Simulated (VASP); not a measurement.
# AlRu (Pm-3m) in VASP: single point with PBE

Aim: the single point of AlRu with PBE.

Program: VASP 6.6.1. These are calculated values, not measurements. Logs are shortened: lines on timing, memory, paths and dates and some standing lists are left out, and cuts for length are marked.

### Step 1. The cell of the first run

It takes space group Pm-3m (No. 221, cubic). Conventional cell: a = 3.003 Å, b = 3.003 Å, c = 3.003 Å, α = 90.00°, β = 90.00°, γ = 90.00°. Al (site symmetry m-3m) has 8 Ru at 2.60 Å and 6 Al at 3.00 Å within 3.4 Å. Within 3.4 Å of Ru (site symmetry m-3m) lie 8 Al at 2.60 Å and 6 Ru at 3.00 Å.

### Step 2. Single point, PBE

File INCAR:

```
PREC = Accurate ; ENCUT = 520
EDIFF = 1E-6 ; ISMEAR = 1
SIGMA = 0.1 ; LREAL = Auto
LASPH = T ; NELM = 100
ALGO = Normal ; ISIF = 2
LWAVE = F ; LCHARG = F
GGA = PE ; NBANDS = 82
```

File KPOINTS:

```
regular mesh
0
Gamma
  6 6 6
```

File POSCAR:

```
AlRu
1.0
    6.0068828235      0.0000000000      0.0000000000
    0.0000000000      6.0068828235      0.0000000000
    0.0000000000      0.0000000000      6.0068828235
Al Ru
8 8
Direct
    0.0000000000      0.0000000000      0.0000000000
    0.0000000000      0.0000000000      0.5000000000
    0.0000000000      0.5000000000      0.0000000000
    0.0000000000      0.5000000000      0.5000000000
    0.5000000000      0.0000000000      0.0000000000
    0.5000000000      0.0000000000      0.5000000000
    0.5000000000      0.5000000000      0.0000000000
    0.5000000000      0.5000000000      0.5000000000
    0.2500000000      0.2500000000      0.2500000000
    0.2500000000      0.2500000000      0.7500000000
    0.2500000000      0.7500000000      0.2500000000
    0.2500000000      0.7500000000      0.7500000000
    0.7500000000      0.2500000000      0.2500000000
    0.7500000000      0.2500000000      0.7500000000
    0.7500000000      0.7500000000      0.2500000000
    0.7500000000      0.7500000000      0.7500000000
```

Potentials or basis: VASP PAW PBE potentials, release 64 (Al, Ru_pv).

The run is started by

```bash
$ cat potpaw_PBE.64/Al/POTCAR potpaw_PBE.64/Ru_pv/POTCAR > POTCAR
$ mpirun -np 1 vasp_std > vasp.out
```

OUTCAR:

```text
PREC = Accurate
   ENCUT = 520
   EDIFF = 1E-6
   ISMEAR = 1
   LREAL = Auto
   LASPH = T
   NELM = 100
   ISIF = 2
   GGA = PE

 ion  position               nearest neighbor table
   1  0.000  0.000  0.000-   9 2.60  10 2.60  11 2.60  12 2.60  13 2.60  14 2.60  15 2.60  16 2.60
                             5 3.00   2 3.00   3 3.00   2 3.00   3 3.00   5 3.00
   2  0.000  0.000  0.500-   9 2.60  10 2.60  11 2.60  12 2.60  13 2.60  14 2.60  15 2.60  16 2.60
                             6 3.00   1 3.00   4 3.00   1 3.00   4 3.00   6 3.00
   3  0.000  0.500  0.000-   9 2.60  10 2.60  11 2.60  12 2.60  13 2.60  14 2.60  15 2.60  16 2.60
                             7 3.00   1 3.00   4 3.00   4 3.00   1 3.00   7 3.00
   4  0.000  0.500  0.500-   9 2.60  10 2.60  11 2.60  12 2.60  13 2.60  14 2.60  15 2.60  16 2.60
                             8 3.00   2 3.00   3 3.00   3 3.00   2 3.00   8 3.00
   5  0.500  0.000  0.000-   9 2.60  10 2.60  11 2.60  12 2.60  13 2.60  14 2.60  15 2.60  16 2.60
                             7 3.00   1 3.00   6 3.00   6 3.00   7 3.00   1 3.00
   6  0.500  0.000  0.500-   9 2.60  10 2.60  11 2.60  12 2.60  13 2.60  14 2.60  15 2.60  16 2.60
                             8 3.00   2 3.00   5 3.00   5 3.00   8 3.00   2 3.00
   7  0.500  0.500  0.000-   9 2.60  10 2.60  11 2.60  12 2.60  13 2.60  14 2.60  15 2.60  16 2.60
                             8 3.00   3 3.00   5 3.00   8 3.00   5 3.00   3 3.00
   8  0.500  0.500  0.500-   9 2.60  10 2.60  11 2.60  12 2.60  13 2.60  14 2.60  15 2.60  16 2.60
                             7 3.00   4 3.00   6 3.00   7 3.00   6 3.00   4 3.00
   9  0.250  0.250  0.250-   1 2.60   2 2.60   3 2.60   4 2.60   5 2.60   6 2.60   7 2.60   8 2.60
[... 21 lines left out ...]
 A1 = (   6.0068828235,   0.0000000000,   0.0000000000)
 A2 = (   0.0000000000,   6.0068828235,   0.0000000000)
 A3 = (   0.0000000000,   0.0000000000,   6.0068828235)

Analysis of symmetry for initial positions (statically):
=====================================================================
 Subroutine PRICEL returns following result:

  LATTYP: Found a simple cubic cell.
 ALAT       =     3.0034414117

  Lattice vectors:

 A1 = (   3.0034414117,   0.0000000000,   0.0000000000)
 A2 = (   0.0000000000,   3.0034414117,   0.0000000000)
 A3 = (   0.0000000000,   0.0000000000,   3.0034414117)

   8 primitive cells build up your supercell.

 Routine SETGRP: Setting up the symmetry group for a
 simple cubic supercell.

 Subroutine GETGRP returns: Found 48 space group operations
 (whereof 48 operations were pure point group operations)
 out of a pool of 48 trial point group operations.

The static configuration has the point symmetry O_h .

Analysis of symmetry for dynamics (positions and initial velocities):
=====================================================================
[... 128 lines left out ...]
   EMIN   =  10.00;   EMAX   =-10.00  energy-range for DOS
   EFERMI =   0.00;   METHOD = LEGACY
   ISMEAR =     1;   SIGMA  =   0.10  broadening in eV -4-tet -1-fermi 0-gaus
   EFERMI_NEDOS =   21; number of points for ismear=-14 and -15
   IALGO  =     38    algorithm
   IMIX   =      4    mixing-type and parameters
     AMIX     =   0.40;   BMIX     =  1.00
     AMIX_MAG =   1.60;   BMIX_MAG =  1.00
  volume/ion in A,a.u.               =      13.55        91.42
  Fermi-wavevector in a.u.,A,eV,Ry     =   1.401539  2.648525 26.726096  1.964313
  Thomas-Fermi vector in A             =   2.524391
   LORBIT       =      0    0 simple, 1 ext, 2 COOP (PROOUT), +10 PAW based schemes
   GGA     = PE    functional components
   LHFCALC =     F    Hartree Fock is set to
   AEXX    =    0.0000 exact exchange contribution
   IVDW    =     0    specifies the selected vdW correction
   LEPSILON=     F    determine dielectric tensor
   LRPA    =     F    only Hartree local field effects (RPA)
 non-spin polarized calculation
 Methfessel and Paxton  Order N= 1 SIGMA  =   0.10
  energy-cutoff  :      520.00
  volume of cell :      216.74
 maximum number of plane-waves:      5868
 NGX is ok and might be reduce to    48
   NGX = 23   NGY = 23   NGZ = 23

 number of electron     135.9999967 magnetization

 Free energy of the ion-electron system (eV)
  ---------------------------------------------------
  ext. energy  EPLUGINS =         0.00000000
  ---------------------------------------------------
  free energy    TOTEN  =      -114.12952018 eV

  energy without entropy =     -114.12676190  energy(sigma->0) =     -114.12860075

 E-fermi :  10.5408     XC(G=0): -12.5059

 val. band max:       10.5321532882   @ k =   0.1667   0.1667   0.0000
 cond. band min:      10.5521699280   @ k =   0.5000   0.1667   0.1667
 fundamental gap:      0.0200166399
 Fermi energy:        10.5407753121

 k-point     1 :       0.0000    0.0000    0.0000
  band No.  band energies     occupation
      1     -31.4157      2.00000
      2     -31.4157      2.00000
      3     -31.4157      2.00000
      4     -31.3905      2.00000
      5     -31.3905      2.00000
      6     -31.3905      2.00000
[... 1649 lines left out ...]
     79      15.8472      0.00000
     80      15.8472      0.00000
 [bands above 80 left out]

------------------------ aborting loop because EDIFF is reached ----------------------------------------

  FORCE on cell =-STRESS in cart. coord.  units (eV):
  Direction    XX          YY          ZZ          XY          YZ          ZX
  --------------------------------------------------------------------------------------
  -------------------------------------------------------------------------------------
  Total       -0.1582260     -0.1582260     -0.1582260      0.0000000     -0.0000000      0.0000000
  in kB       -1.1696099     -1.1696099     -1.1696099      0.0000000     -0.0000000      0.0000000
  external PRESSURE =      -1.1696099 kB  Pullay stress =       0.0000000 kB

 VOLUME and BASIS-vectors are now :
 -----------------------------------------------------------------------------
  energy-cutoff  :      520.00
  volume of cell :      216.74
      direct lattice vectors                 reciprocal lattice vectors
     6.006882823  0.000000000  0.000000000     0.166475696  0.000000000  0.000000000
     0.000000000  6.006882823  0.000000000     0.000000000  0.166475696  0.000000000
     0.000000000  0.000000000  6.006882823     0.000000000  0.000000000  0.166475696

 POSITION                                       TOTAL-FORCE (eV/Angst)
 -----------------------------------------------------------------------------------
      0.00000      0.00000      0.00000         0.000000      0.000000      0.000000
      0.00000      0.00000      3.00344         0.000000      0.000000      0.000000
      0.00000      3.00344      0.00000         0.000000      0.000000      0.000000
      0.00000      3.00344      3.00344         0.000000      0.000000      0.000000
      3.00344      0.00000      0.00000         0.000000     -0.000000      0.000000
      3.00344      0.00000      3.00344         0.000000      0.000000      0.000000
[... 8 lines left out ...]
      4.50516      4.50516      1.50172         0.000000      0.000000      0.000000
      4.50516      4.50516      4.50516         0.000000      0.000000     -0.000000
 -----------------------------------------------------------------------------------
    total drift:                                0.000000     -0.000000     -0.000000

  FREE ENERGIE OF THE ION-ELECTRON SYSTEM (eV)
  ---------------------------------------------------
  free  energy   TOTEN  =      -114.1295201803 eV

  energy  without entropy=     -114.1267619014  energy(sigma->0) =     -114.12860075
```

OSZICAR:

```text
N       E                     dE             d eps       ncg     rms          rms(c)
DAV:   1     0.144391007418E+04    0.14439E+04   -0.75684E+04  3544   0.166E+03
DAV:   2    -0.440763539524E+02   -0.14880E+04   -0.14387E+04  3470   0.489E+02
DAV:   3    -0.117473217101E+03   -0.73397E+02   -0.69708E+02  3960   0.976E+01
DAV:   4    -0.119458497387E+03   -0.19853E+01   -0.19709E+01  3680   0.141E+01
DAV:   5    -0.119503119071E+03   -0.44622E-01   -0.44601E-01  4036   0.219E+00    0.337E+01
DAV:   6    -0.114831212580E+03    0.46719E+01   -0.43365E+01  3492   0.256E+01    0.657E+00
DAV:   7    -0.114251299684E+03    0.57991E+00   -0.38327E+00  3466   0.806E+00    0.578E+00
DAV:   8    -0.114132041787E+03    0.11926E+00   -0.18293E-01  3476   0.172E+00    0.752E-01
DAV:   9    -0.114129695062E+03    0.23467E-02   -0.10861E-02  3762   0.392E-01    0.373E-01
DAV:  10    -0.114129609163E+03    0.85899E-04   -0.23962E-03  3546   0.218E-01    0.739E-02
DAV:  11    -0.114129525480E+03    0.83683E-04   -0.37816E-04  3532   0.858E-02    0.213E-02
DAV:  12    -0.114129520825E+03    0.46554E-05   -0.84765E-06  3532   0.982E-03    0.721E-03
DAV:  13    -0.114129520180E+03    0.64438E-06   -0.18579E-06  2036   0.533E-03
   1 F= -.11412952E+03 E0= -.11412860E+03  d E =-.275828E-02
```

It took 16 min on 1 thread of Oxide Virtual Turin-like, shared host; peak memory 0.42 GiB.

What came out:

```yaml
Free_energy: -114.1295 eV
Pressure: -0.1 GPa
Band_gap_on_the_k_mesh: zero (bands 68 and 69 overlap by 1.68 eV)
```

The gap in the log of VASP goes by the Fermi energy; the results here count the filled bands.